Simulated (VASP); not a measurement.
Crystal: Li.

```
Li
1.0
     3.10190    0.00000    0.00000
    -1.55095    2.68633    0.00000
     0.00000    0.00000    9.70032
Li
4
Direct
  0.00000 0.00000 0.00000
  0.00000 0.00000 0.50000
  0.33333 0.66667 0.75000
  0.66667 0.33333 0.25000
```

* Program: VASP 6.6.1
* Task: relaxation of cell and atoms
* Functional: PBE
* Potentials or basis: VASP PAW PBE potentials, release 64 (Li_sv)
* Cutoff: 600 eV
* k mesh: 18 × 18 × 6
* Occupations: gaussian, width 0.1 eV
* Spin: no spin polarisation

At the start: pressure -0.1 GPa; volume 20.21 Å³/atom.

How do energy, volume and symmetry change on relaxing?

Over 5 steps the energy falls by 2.2 meV/atom and the volume is 19.99 Å³/atom (-1.1 %); space group P6_3/mmc (No. 194, to 0.05 Å).

The path:
```tsv
step	energy change (eV)	largest force (eV/Å)	pressure (GPa)	volume (Å³)
1	0.0000	0.0000	-0.07	80.83
2	-0.0021	0.0000	-0.08	80.72
3	-0.0068	0.0000	-0.04	80.39
4	-0.0082	0.0000	0.06	79.67
5	-0.0090	0.0000	0.05	79.94
```

Final structure:
```
Li
1.0
     3.04109    0.00000    0.00000
    -1.52054    2.63366    0.00000
     0.00000    0.00000    9.98125
Li
4
Direct
  0.00000 0.00000 0.00000
  0.00000 0.00000 0.50000
  0.33333 0.66667 0.75000
  0.66667 0.33333 0.25000
```

Caveat: the cutoff is under 1.25 times the usual one of these potentials, so pressure, stress and relaxed cells hold a basis-set (Pulay) error.
